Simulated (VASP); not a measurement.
# MgO (P6_3/mmc) in VASP: vibrations by perturbation theory with PBEsol

Aim: the vibrations by perturbation theory of MgO with PBEsol.

Everything below comes from runs of VASP 6.6.1. Logs are shortened: lines on timing, memory, paths and dates and some standing lists are left out, and cuts for length are marked.

## Step 1: The cell of the first run

It takes space group P6_3/mmc (No. 194, hexagonal). Conventional cell: a = 2.929 Å, b = 2.929 Å, c = 5.113 Å, α = 90.00°, β = 90.00°, γ = 120.00°. Within 2.8 Å of Mg (site symmetry -3m) lie 6 O at 2.12 Å and 2 Mg at 2.56 Å. Within 2.8 Å of O (site symmetry -6m2) lie 6 Mg at 2.12 Å.

## Step 2: Vibrations by perturbation theory, PBEsol

The input, INCAR:

```
SYSTEM = MgO
ALGO = Normal
EDIFF = 1E-8
ENCUT = 520
GGA = PS
IBRION = 8
ISIF = 2
ISMEAR = 0
LASPH = .True.
LCHARG = .False.
LEPSILON = .True.
LREAL = .False.
LWAVE = .False.
NELM = 100
NSW = 1
PREC = Accurate
SIGMA = 0.01
```

The input, KPOINTS:

```
k-points
0
Gamma
  9 9 4
  0 0 0
```

The input, POSCAR:

```
MgO
1.0
    2.9290049909      0.0000000000      0.0000000000
   -1.4645024955      2.5365927299      0.0000000000
    0.0000000000      0.0000000000      5.1128687565
Mg O
2 2
Direct
    0.0000000000      0.0000000000      0.0000000000
    0.0000000000      0.0000000000      0.5000000000
    0.3333333333      0.6666666667      0.2500000000
    0.6666666667      0.3333333333      0.7500000000
```

Potentials or basis: VASP PAW PBE potentials, release 64 (Mg, O).

Command:

```bash
$ cat potpaw_PBE.64/Mg/POTCAR potpaw_PBE.64/O/POTCAR > POTCAR
$ mpirun -np 1 vasp_std > vasp.out
```

OUTCAR:

```text
SYSTEM = MgO
   EDIFF = 1E-8
   ENCUT = 520
   GGA = PS
   IBRION = 8
   ISIF = 2
   ISMEAR = 0
   LASPH = .True.
   LEPSILON = .True.
   LREAL = .False.
   NELM = 100
   NSW = 1
   PREC = Accurate

 ion  position               nearest neighbor table
   1  0.000  0.000  0.000-   3 2.12   4 2.12   3 2.12   4 2.12   4 2.12   3 2.12   2 2.56   2 2.56

   2  0.000  0.000  0.500-   3 2.12   4 2.12   3 2.12   4 2.12   4 2.12   3 2.12   1 2.56   1 2.56

   3  0.333  0.667  0.250-   1 2.12   2 2.12   1 2.12   2 2.12   1 2.12   2 2.12
   4  0.667  0.333  0.750-   1 2.12   2 2.12   1 2.12   2 2.12   1 2.12   2 2.12

  LATTYP: Found a hexagonal cell.
 ALAT       =     2.9290049909
 C/A-ratio  =     1.7455991958

  Lattice vectors:

 A1 = (   2.9290049909,   0.0000000000,   0.0000000000)
 A2 = (  -1.4645024955,   2.5365927299,   0.0000000000)
 A3 = (   0.0000000000,   0.0000000000,   5.1128687565)

Analysis of symmetry for initial positions (statically):
=====================================================================
 Subroutine PRICEL returns:
 Original cell was already a primitive cell.

 Routine SETGRP: Setting up the symmetry group for a
 hexagonal supercell.

 Subroutine GETGRP returns: Found 24 space group operations
 (whereof 12 operations were pure point group operations)
 out of a pool of 24 trial point group operations.

The static configuration has the point symmetry D_3d.
 The point group associated with its full space group is D_6h.

Analysis of symmetry for dynamics (positions and initial velocities):
=====================================================================
 Subroutine PRICEL returns:
 Original cell was already a primitive cell.

[... 638 lines left out ...]
 BORN EFFECTIVE CHARGES (including local field effects) (in |e|, cummulative output)
 ---------------------------------------------------------------------------------
 ion    1
    1     1.95680    -0.00000    -0.00000
    2    -0.00000     1.95680     0.00000
    3     0.00000     0.00000     1.98561
 ion    2
    1     1.95680    -0.00000     0.00000
    2    -0.00000     1.95680    -0.00000
    3    -0.00000    -0.00000     1.98561
 ion    3
    1    -1.95680     0.00000     0.00000
    2     0.00000    -1.95680     0.00000
    3     0.00000     0.00000    -1.98561
 ion    4
    1    -1.95680     0.00000     0.00000
    2     0.00000    -1.95680     0.00000
    3    -0.00000     0.00000    -1.98561

 INTERNAL STRAIN TENSOR FOR ION    4 for displacements in x,y,z  (eV/Angst):
          X           Y           Z          XY          YZ          ZX
  --------------------------------------------------------------------------------
  x    -0.00000     0.00000    -0.00000     0.04037     0.00000     0.00000
  y     0.04037    -0.04037    -0.00000     0.00000     0.00000     0.00000
  z     0.00000    -0.00000    -0.00000     0.00000     0.00000     0.00000

 SECOND DERIVATIVES (NOT SYMMETRIZED)
 ------------------------------------
               1X          1Y          1Z          2X          2Y          2Z          3X          3Y          3Z          4X          4Y          4Z
  1X    -3.853167    0.000000    0.000000   -0.871969    0.000000    0.000000    2.362568   -0.000000    0.000000    2.362568   -0.000000    0.000000
  1Y     0.000000   -3.853167    0.000000    0.000000   -0.871969    0.000000   -0.000000    2.362568    0.000000   -0.000000    2.362568    0.000000
  1Z     0.000000    0.000000  -19.658054   -0.000000    0.000000   14.396514    0.000000    0.000000    2.630770    0.000000    0.000000    2.630770
  2X    -0.871969    0.000000    0.000000   -3.853167    0.000000    0.000000    2.362568   -0.000000    0.000000    2.362568   -0.000000    0.000000
  2Y     0.000000   -0.871969    0.000000    0.000000   -3.853167    0.000000   -0.000000    2.362568    0.000000   -0.000000    2.362568    0.000000
  2Z     0.000000   -0.000000   14.396514   -0.000000    0.000000  -19.658054   -0.000000   -0.000000    2.630770   -0.000000   -0.000000    2.630770
  3X     2.354372   -0.000000    0.000000    2.354372   -0.000000    0.000000   -5.528186    0.000000    0.000000    0.819443   -0.000000    0.000000
  3Y    -0.000000    2.354372    0.000000   -0.000000    2.354372   -0.000000    0.000000   -5.528186    0.000000   -0.000000    0.819443    0.000000
  3Z    -0.000000    0.000000    2.635056    0.000000    0.000000    2.635056   -0.000000   -0.000000  -11.379694    0.000000    0.000000    6.109582
  4X     2.354372   -0.000000    0.000000    2.354372   -0.000000    0.000000    0.819443   -0.000000    0.000000   -5.528186    0.000000    0.000000
  4Y    -0.000000    2.354372    0.000000   -0.000000    2.354372   -0.000000   -0.000000    0.819443    0.000000    0.000000   -5.528186    0.000000
  4Z    -0.000000    0.000000    2.635056    0.000000    0.000000    2.635056    0.000000    0.000000    6.109582   -0.000000   -0.000000  -11.379694

 Eigenvectors and eigenvalues of the dynamical matrix
 ----------------------------------------------------

   1 f  =   18.505064 THz   116.270748 2PiTHz  617.262502 cm-1    76.530762 meV
             X         Y         Z           dx          dy          dz
      0.000000  0.000000  0.000000    -0.000000    0.000000    0.707107
      0.000000  0.000000  2.556434     0.000000   -0.000000   -0.707107
     -0.000000  1.691062  1.278217     0.000000    0.000000    0.000000
      1.464502  0.845531  3.834652     0.000000    0.000000   -0.000000
[... 71 lines left out ...]
  12 f/i=    0.009295 THz     0.058400 2PiTHz    0.310034 cm-1     0.038439 meV
             X         Y         Z           dx          dy          dz
      0.000000  0.000000  0.000000     0.388915   -0.387095    0.000000
      0.000000  0.000000  2.556434     0.388915   -0.387095    0.000000
     -0.000000  1.691062  1.278217     0.316098   -0.314618    0.000000
      1.464502  0.845531  3.834652     0.316098   -0.314618    0.000000

--------------------------------------------------------------------------------------------------------

 MACROSCOPIC STATIC DIELECTRIC TENSOR IONIC CONTRIBUTION
 ------------------------------------------------------
           7.733812    -0.000000     0.000000
          -0.000000     7.733812    -0.000000
           0.000000    -0.000000     7.133120
 ------------------------------------------------------

 ELASTIC MODULI CONTR FROM IONIC RELAXATION (kBar)
 Direction    XX          YY          ZZ          XY          YZ          ZX
 --------------------------------------------------------------------------------
 XX          -0.0217      0.0217      0.0000      0.0000      0.0000     -0.0000
 YY           0.0217     -0.0217     -0.0000      0.0000      0.0000      0.0000
 ZZ           0.0000     -0.0000     -0.0000      0.0000      0.0000      0.0000
 XY           0.0000      0.0000      0.0000     -0.0217      0.0000      0.0000
 YZ           0.0000      0.0000      0.0000      0.0000      0.0000      0.0000
 ZX          -0.0000      0.0000      0.0000      0.0000      0.0000     -0.0000
 --------------------------------------------------------------------------------

 PIEZOELECTRIC TENSOR IONIC CONTR  for field in x, y, z        (C/m^2)
          XX          YY          ZZ          XY          YZ          ZX
  --------------------------------------------------------------------------------
  x     0.00000    -0.00000    -0.00000    -0.00000     0.00000     0.00000
  y     0.00000    -0.00000    -0.00000    -0.00000     0.00000     0.00000
  z     0.00000    -0.00000     0.00000    -0.00000     0.00000    -0.00000
```

OSZICAR:

```text
N       E                     dE             d eps       ncg     rms          rms(c)
DAV:   1     0.598551051606E+02    0.59855E+02   -0.83425E+03   936   0.120E+03
DAV:   2    -0.237165121037E+02   -0.83572E+02   -0.76771E+02  1100   0.229E+02
[... 178 lines left out ...]
RMM:   7    -0.382270728079E+00   -0.53810E-05   -0.33720E-07  1915   0.345E-03    0.239E-04
RMM:   8    -0.382269663315E+00    0.10648E-05    0.12253E-09  1833   0.441E-04    0.132E-04
RMM:   9    -0.382268754258E+00    0.90906E-06    0.29985E-08  1865   0.357E-04    0.168E-05
RMM:  10    -0.382268778679E+00   -0.24422E-07    0.49814E-08  1951   0.532E-05    0.829E-06
RMM:  11    -0.382268826298E+00   -0.47619E-07    0.42766E-09  1865   0.166E-05    0.894E-07
RMM:  12    -0.382268834193E+00   -0.78953E-08   -0.32382E-09  1398   0.741E-06    0.359E-07
 Linear response finished
```

Run time: 9.4 min. Hardware: 1 thread of Intel Xeon 8259CL, shared host; peak memory 0.28 GiB.

Results:

* Electronic dielectric tensor (diagonal): 3.15, 3.15, 3.24
* Born charges (mean of the diagonal): Mg +1.97; O -1.97 e
* Highest phonon frequency at Γ, LO-TO splitting left out: 617 cm⁻¹

Phonon frequencies in cm⁻¹ (negative: imaginary):
```tsv
q point	frequencies
(0.000, 0.000, 0.000)	0 0 0 183 183 328 328 365 365 385 545 617
```

Electronic dielectric tensor:
```
3.15 0.00 0.00
0.00 3.15 0.00
0.00 0.00 3.24
```

Born effective charge tensors (e):
atom 1, Mg
```
1.96 0.00 0.00
0.00 1.96 0.00
0.00 0.00 1.99
```
atom 2, Mg
```
1.96 0.00 0.00
0.00 1.96 0.00
0.00 0.00 1.99
```
atom 3, O
```
-1.96  0.00  0.00
 0.00 -1.96  0.00
 0.00  0.00 -1.99
```
atom 4, O
```
-1.96  0.00  0.00
 0.00 -1.96  0.00
 0.00  0.00 -1.99
```
